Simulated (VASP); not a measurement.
# Mg3W (Pm-3m) in VASP: relaxation of cell and atoms with PBE

Aim: the relaxation of cell and atoms of Mg3W with PBE.

Program: VASP 6.6.1. These are calculated values, not measurements. Logs are shortened: lines on timing, memory, paths and dates and some standing lists are left out, and cuts for length are marked.

## (1) The cell of the first run

The structure is cubic, space group Pm-3m (No. 221). Conventional cell: a = 4.204 Å, b = 4.204 Å, c = 4.204 Å, α = 90.00°, β = 90.00°, γ = 90.00°. Mg (site symmetry 4/mmm) has 8 Mg at 2.97 Å and 4 W at 2.97 Å within 3.9 Å. Within 3.9 Å of W (site symmetry m-3m) lie 12 Mg at 2.97 Å.

## (2) Relaxation of cell and atoms, PBE

Contents of INCAR:

```
SYSTEM = Mg3W
  PREC = Accurate
  ENCUT = 600
  EDIFF = 1E-7
  ISMEAR = 0
  SIGMA = 0.1
  LREAL = .FALSE.
  LASPH = .TRUE.
  NELM = 60
  ALGO = Fast
  ISIF = 3
  LWAVE = .FALSE.
  LCHARG = .FALSE.
  GGA = PE
  IBRION = 2
  NSW = 100
  EDIFFG = -0.01
```

Contents of KPOINTS:

```
regular mesh
0
G
  12 12 12
  0 0 0
```

Contents of POSCAR:

```
Mg3W
1.0
    4.2042795234      0.0000000000      0.0000000000
    0.0000000000      4.2042795234      0.0000000000
    0.0000000000      0.0000000000      4.2042795234
Mg W
3 1
Direct
    0.0000000000      0.5000000000      0.5000000000
    0.5000000000      0.0000000000      0.5000000000
    0.5000000000      0.5000000000      0.0000000000
    0.0000000000      0.0000000000      0.0000000000
```

Potentials or basis: VASP PAW PBE potentials, release 64 (Mg, W_sv).

Launch:

```bash
> cat potpaw_PBE.64/Mg/POTCAR potpaw_PBE.64/W_sv/POTCAR > POTCAR
> mpirun -np 1 vasp_std > vasp.out
```

OUTCAR:

```text
SYSTEM = Mg3W
   PREC = Accurate
   ENCUT = 600
   EDIFF = 1E-7
   ISMEAR = 0
   LREAL = .FALSE.
   LASPH = .TRUE.
   NELM = 60
   ISIF = 3
   GGA = PE
   IBRION = 2
   NSW = 100
   EDIFFG = -0.01

 ion  position               nearest neighbor table
   1  0.000  0.500  0.500-   2 2.97   3 2.97   4 2.97   3 2.97   4 2.97   2 2.97   4 2.97   4 2.97
                             2 2.97   3 2.97   3 2.97   2 2.97
   2  0.500  0.000  0.500-   1 2.97   3 2.97   4 2.97   3 2.97   4 2.97   1 2.97   3 2.97   3 2.97
                             1 2.97   4 2.97   4 2.97   1 2.97
   3  0.500  0.500  0.000-   1 2.97   2 2.97   4 2.97   1 2.97   2 2.97   2 2.97   4 2.97   2 2.97
                             1 2.97   4 2.97   1 2.97   4 2.97
   4  0.000  0.000  0.000-   1 2.97   2 2.97   3 2.97   1 2.97   2 2.97   1 2.97   3 2.97   1 2.97
                             2 2.97   3 2.97   2 2.97   3 2.97

  LATTYP: Found a simple cubic cell.
 ALAT       =     4.2042795234

  Lattice vectors:

 A1 = (   4.2042795234,   0.0000000000,   0.0000000000)
 A2 = (   0.0000000000,   4.2042795234,   0.0000000000)
 A3 = (   0.0000000000,   0.0000000000,   4.2042795234)

Analysis of symmetry for initial positions (statically):
=====================================================================
 Subroutine PRICEL returns:
 Original cell was already a primitive cell.

 Routine SETGRP: Setting up the symmetry group for a
 simple cubic supercell.

 Subroutine GETGRP returns: Found 48 space group operations
 (whereof 48 operations were pure point group operations)
 out of a pool of 48 trial point group operations.

The static configuration has the point symmetry O_h .

Analysis of symmetry for dynamics (positions and initial velocities):
=====================================================================
 Subroutine PRICEL returns:
 Original cell was already a primitive cell.

 Routine SETGRP: Setting up the symmetry group for a
 simple cubic supercell.

 Subroutine GETGRP returns: Found 48 space group operations
 (whereof 48 operations were pure point group operations)
 out of a pool of 48 trial point group operations.

The dynamic configuration has the point symmetry O_h .

 Subroutine INISYM returns: Found 48 space group operations
 (whereof 48 operations are pure point group operations),
 and found     1 'primitive' translations

----------------------------------------------------------------------------------------

                                     Primitive cell

  volume of cell :      74.3147

  direct lattice vectors                    reciprocal lattice vectors
     4.204279523  0.000000000  0.000000000     0.237852882  0.000000000  0.000000000
     0.000000000  4.204279523  0.000000000     0.000000000  0.237852882  0.000000000
     0.000000000  0.000000000  4.204279523     0.000000000  0.000000000  0.237852882

  length of vectors
     4.204279523  4.204279523  4.204279523     0.237852882  0.237852882  0.237852882

  position of ions in fractional coordinates (direct lattice)
     0.000000000  0.500000000  0.500000000
     0.500000000  0.000000000  0.500000000
     0.500000000  0.500000000  0.000000000
     0.000000000  0.000000000  0.000000000

  ion indices of the primitive-cell ions
   primitive index   ion index
                 1           1
                 2           2
                 3           3
                 4           4

----------------------------------------------------------------------------------------

 KPOINTS: regular mesh

Automatic generation of k-mesh.
 Grid dimensions read from file:
 generate k-points for:   12   12   12

 Generating k-lattice:

  Cartesian coordinates                     Fractional coordinates (reciprocal lattice)
     0.019821073  0.000000000  0.000000000     0.083333333  0.000000000  0.000000000
     0.000000000  0.019821073  0.000000000     0.000000000  0.083333333  0.000000000
     0.000000000  0.000000000  0.019821073     0.000000000  0.000000000  0.083333333

  Length of vectors
     0.019821073  0.019821073  0.019821073

  Shift w.r.t. Gamma in fractional coordinates (k-lattice)
     0.000000000  0.000000000  0.000000000

 Subroutine IBZKPT returns following result:
 ===========================================

 Found     84 irreducible k-points:

 Following reciprocal coordinates:
            Coordinates               Weight
  0.000000  0.000000  0.000000      1.000000
  0.083333  0.000000  0.000000      6.000000
  0.166667  0.000000  0.000000      6.000000
  0.250000  0.000000  0.000000      6.000000
  0.333333  0.000000  0.000000      6.000000
  0.416667  0.000000  0.000000      6.000000
[... 16 lines left out ...]
  0.333333  0.333333  0.000000     12.000000
  0.416667  0.333333  0.000000     24.000000
 [... further k-points ...]
   k-points           NKPTS =     84   k-points in BZ     NKDIM =     84   number of bands    NBANDS=     14
   number of dos      NEDOS =    301   number of ions     NIONS =      4
   total plane-waves  NPLWV =  46656
   dimension x,y,z NGX =    36 NGY =   36 NGZ =   36
   dimension x,y,z NGXF=    72 NGYF=   72 NGZF=   72
   ions per type =               3   1
   NGX,Y,Z   is equivalent  to a cutoff of  14.24, 14.24, 14.24 a.u.
   NGXF,Y,Z  is equivalent  to a cutoff of  28.47, 28.47, 28.47 a.u.
 SYSTEM =  Mg3W
   PREC   = accura    normal or accurate (medium, high low for compatibility)
   ISTART =      0    job   : 0-new  1-cont  2-samecut
   ICHARG =      2    charge: 1-file 2-atom 10-const
   ISPIN  =      1    spin polarized calculation?
   LNONCOLLINEAR =      F non collinear calculations
   LSORBIT =      F    spin-orbit coupling
   LASPH  =      T    aspherical Exc in radial PAW
   ENCUT  =  600.0 eV  44.10 Ry    6.64 a.u.   8.40  8.40  8.40*2*pi/ulx,y,z
   NELM   =     60;   NELMIN=  2; NELMDL= -5     # of ELM steps
   EDIFF  = 0.1E-06   stopping-criterion for ELM
   LREAL  =      F    real-space projection
   EDIFFG = -.1E-01   stopping-criterion for IOM
   NSW    =    100    number of steps for IOM
   IBRION =      2    ionic relax: 0-MD 1-quasi-New 2-CG
   NFREE  =      1    steps in history (QN), initial steepest desc. (CG)
   ISIF   =      3    stress and relaxation
   ISYM   =      2    0-nonsym 1-usesym 2-fastsym
   POTIM  = 0.5000    time-step for ionic-motion
   TEBEG  =    0.0;   TEEND  =   0.0 temperature during run
   PSTRESS=    0.0 pullay stress
   NELECT =      20.0000    total number of electrons
   NUPDOWN=      -1.0000    fix difference up-down
   EMIN   =  10.00;   EMAX   =-10.00  energy-range for DOS
   EFERMI =   0.00;   METHOD = LEGACY
   ISMEAR =     0;   SIGMA  =   0.10  broadening in eV -4-tet -1-fermi 0-gaus
   EFERMI_NEDOS =   21; number of points for ismear=-14 and -15
   IALGO  =     68    algorithm
   IMIX   =      4    mixing-type and parameters
     AMIX     =   0.40;   BMIX     =  1.00
     AMIX_MAG =   1.60;   BMIX_MAG =  1.00
  volume/ion in A,a.u.               =      18.58       125.38
  Fermi-wavevector in a.u.,A,eV,Ry     =   1.056963  1.997371 15.200040  1.117171
  Thomas-Fermi vector in A             =   2.192219
   LORBIT       =      0    0 simple, 1 ext, 2 COOP (PROOUT), +10 PAW based schemes
   GGA     = PE    functional components
   LHFCALC =     F    Hartree Fock is set to
   AEXX    =    0.0000 exact exchange contribution
   IVDW    =     0    specifies the selected vdW correction
   LEPSILON=     F    determine dielectric tensor
   LRPA    =     F    only Hartree local field effects (RPA)
 conjugate gradient relaxation of ions
 non-spin polarized calculation
 RMM-DIIS sequential band-by-band and
 Gauss-broadening in eV      SIGMA  =   0.10
  energy-cutoff  :      600.00
  volume of cell :       74.31
 maximum number of plane-waves:      2517
 NGX is ok and might be reduce to    36
   NGX = 17   NGY = 17   NGZ = 17

--------------------------------------- Ionic step        1  -------------------------------------------

 number of electron      20.0000002 magnetization

 Free energy of the ion-electron system (eV)
  ---------------------------------------------------
  ext. energy  EPLUGINS =         0.00000000
  ---------------------------------------------------
  free energy    TOTEN  =       -15.40923400 eV

  energy without entropy =      -15.40057755  energy(sigma->0) =      -15.40490577

------------------------ aborting loop because EDIFF is reached ----------------------------------------

  FORCE on cell =-STRESS in cart. coord.  units (eV):
  Direction    XX          YY          ZZ          XY          YZ          ZX
  --------------------------------------------------------------------------------------
  -------------------------------------------------------------------------------------
  Total       -0.2196476     -0.2196476     -0.2196476     -0.0000000     -0.0000000      0.0000000
  in kB       -4.7354623     -4.7354623     -4.7354623     -0.0000000     -0.0000000      0.0000000
  external PRESSURE =      -4.7354623 kB  Pullay stress =       0.0000000 kB
[... 61 lines left out ...]
  energy  without entropy=      -15.4012750288  energy(sigma->0) =      -15.40557036

--------------------------------------- Ionic step        3  -------------------------------------------

 number of electron      20.0000002 magnetization

 Free energy of the ion-electron system (eV)
  ---------------------------------------------------
  ext. energy  EPLUGINS =         0.00000000
  ---------------------------------------------------
  free energy    TOTEN  =       -15.40992384 eV

  energy without entropy =      -15.40131929  energy(sigma->0) =      -15.40562157

 E-fermi :   4.6544     XC(G=0): -10.1013

 val. band max:        4.6405654111   @ k =   0.4167   0.0833   0.0833
 cond. band min:       4.6562619781   @ k =   0.5000   0.0833   0.0833
 fundamental gap:      0.0156965670
 Fermi energy:         4.6544083614

 k-point     1 :       0.0000    0.0000    0.0000
  band No.  band energies     occupation
      1     -69.0086      2.00000
      2     -33.1842      2.00000
      3     -33.1842      2.00000
      4     -33.1842      2.00000
      5      -2.9038      2.00000
      6       2.7095      2.00000
      7       2.7095      2.00000
      8       4.6889      0.62594
      9       4.6889      0.62589
     10       4.6889      0.62589
     11       5.4007      0.00000
     12       5.4007      0.00000
     13       5.4007      0.00000
     14       6.1087      0.00000
[... 375 lines left out ...]
 k-point    24 :       0.4167    0.3333    0.0000
  band No.  band energies     occupation
      1     -69.0084      2.00000
      2     -33.1913      2.00000
      3     -33.1897      2.00000
      4     -33.1836      2.00000
      5      -0.3897      2.00000
      6       0.7837      2.00000
      7       2.2097      2.00000
      8       2.9286      2.00000
      9       3.8703      2.00000
     10       4.1047      2.00000
     11       5.1654      0.00000
     12       5.6566      0.00000
     13       6.5305      0.00000
     14       8.7468      0.00000

 [... further k-points ...]

------------------------ aborting loop because EDIFF is reached ----------------------------------------

  FORCE on cell =-STRESS in cart. coord.  units (eV):
  Direction    XX          YY          ZZ          XY          YZ          ZX
  --------------------------------------------------------------------------------------
  -------------------------------------------------------------------------------------
  Total        0.0054821      0.0054821      0.0054821     -0.0000000     -0.0000000      0.0000000
  in kB        0.1189272      0.1189272      0.1189272     -0.0000000     -0.0000000      0.0000000
  external PRESSURE =       0.1189272 kB  Pullay stress =       0.0000000 kB
[... 19 lines left out ...]
  FREE ENERGIE OF THE ION-ELECTRON SYSTEM (eV)
  ---------------------------------------------------
  free  energy   TOTEN  =       -15.4099238355 eV

  energy  without entropy=      -15.4013192946  energy(sigma->0) =      -15.40562157

 reached required accuracy - stopping structural energy minimisation
```

Run time: 1.9 min. Hardware: 1 thread of Intel Xeon 6975P-C (Granite Rapids), shared host; peak memory 0.3 GiB.

Results:

```yaml
Free_energy: -15.4099 eV
Relaxed_volume: 18.46 Å³/atom
Relaxed_cell: a = 4.196 Å, b = 4.196 Å, c = 4.196 Å, α = 90.00°, β = 90.00°, γ = 90.00°
Space_group_after_relaxing_to_0.1_Å: Pm-3m (No. 221)
Energy_gained_by_relaxing: 0.2 meV/atom
Ionic_steps: 3
Pressure_after_relaxing: 0.0 GPa
Band_gap_on_the_k_mesh: zero (bands 10 and 11 overlap by 1.10 eV)
```

Step by step:
| step | energy change (eV) | largest force (eV/Å) | pressure (GPa) | volume (Å³) |
| --- | --- | --- | --- | --- |
| 1 | 0.0000 | 0.0000 | -0.47 | 74.31 |
| 2 | -0.0006 | 0.0000 | 0.14 | 73.73 |
| 3 | -0.0007 | 0.0000 | 0.01 | 73.85 |

Final structure:
```
CELL_PARAMETERS angstrom
4.19559 0.00000 0.00000
0.00000 4.19559 0.00000
0.00000 0.00000 4.19559
ATOMIC_POSITIONS crystal
Mg 0.00000 0.50000 0.50000
Mg 0.50000 0.00000 0.50000
Mg 0.50000 0.50000 0.00000
W 0.00000 0.00000 0.00000
```

Levels at points of the mesh, in eV from the Fermi level:
| k point | band 7 | band 8 | band 9 | band 10 | band 11 | band 12 | band 13 | band 14 |
| --- | --- | --- | --- | --- | --- | --- | --- | --- |
| (0.00, 0.00, 0.00) | -1.94 | 0.03 | 0.03 | 0.03 | 0.75 | 0.75 | 0.75 | 1.45 |
| (0.50, 0.00, 0.00) | -1.59 | -1.10 | -1.10 | 0.20 | 0.74 | 2.85 | 2.99 | 2.99 |
| (0.50, 0.50, 0.00) | -2.74 | -2.74 | -0.71 | -0.71 | 0.45 | 0.98 | 1.42 | 3.84 |
| (0.50, 0.50, 0.50) | -2.69 | -1.70 | -0.86 | -0.86 | -0.86 | -0.64 | 1.00 | 1.00 |

Caveat: spin-orbit coupling is left out, which moves the levels of the heavy elements.
